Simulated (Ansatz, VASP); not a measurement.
One calculation of Pb, two programs

INCAR

```
SYSTEM = Pb
PREC = Accurate ; ENCUT = 520
EDIFF = 1E-6 ; ISMEAR = -1
SIGMA = 0.1 ; LREAL = .FALSE.
LASPH = .TRUE. ; NELM = 60
ALGO = Normal ; ISIF = 2
LWAVE = .FALSE. ; LCHARG = .TRUE.
GGA = RE ; LELF = .TRUE.
LVHAR = .TRUE. ; NBANDS = 21
```

File KPOINTS:

```
regular mesh
0
G
  9 9 9
  0 0 0
```

POSCAR

```
Pb
1.0
    0.0000000000      3.7071867175      3.7071867175
    3.7071867175      0.0000000000      3.7071867175
    3.7071867175      3.7071867175      0.0000000000
Pb
2
Direct
    0.1250000000      0.1250000000      0.1250000000
    0.8750000000      0.8750000000      0.8750000000
```

Input for Ansatz:

```yaml
crystal:
  lattice:
    - [0.0, 3.7071867175, 3.7071867175]
    - [3.7071867175, 0.0, 3.7071867175]
    - [3.7071867175, 3.7071867175, 0.0]
  atoms:
    - { symbol: Pb, position: [0.125, 0.125, 0.125] }
    - { symbol: Pb, position: [0.875, 0.875, 0.875] }
hamiltonian:
  xc: revpbe
  pseudopotentials:
    kind: paw
    azcp:
      Pb: "pseudopotentials/Pb.paw.azcp"
basis:
  ecutwfc: 420
  fft_grid_basis: typed
kpoints:
  mp_grid: { grid: [9, 9, 9], shift: [0, 0, 0] }
magnetization:
  spin_polarized: false
scf:
  occupations: { method: fermi_dirac, width: 0.1 }
  lower_state_search: "off"
output:
  stress: true
  write_density: true
  write_potential: true
  elf: true
  volumetric_format: npy
```

Alike in both runs: task single point; functional revPBE; k mesh 9 × 9 × 9; occupations fermi-dirac, width 0.1 eV; no spin polarisation.

|  | VASP | Ansatz |
| --- | --- | --- |
| version | VASP 6.6.1 | Ansatz 0.2.0 |
| potentials or method | VASP PAW PBE potentials, release 64 (Pb_d), cutoff 520 eV | plane waves (420 eV) with PAW, scalar-relativistic |
| valence electrons in the cell | 28 | 28 |

|  | VASP | Ansatz | Ansatz less VASP |
| --- | --- | --- | --- |
| pressure (GPa) | -2.0 | -2.0 | +0.03 |

VASP's potentials were made for PBE, not for revPBE.

Neither program's run includes spin-orbit coupling.
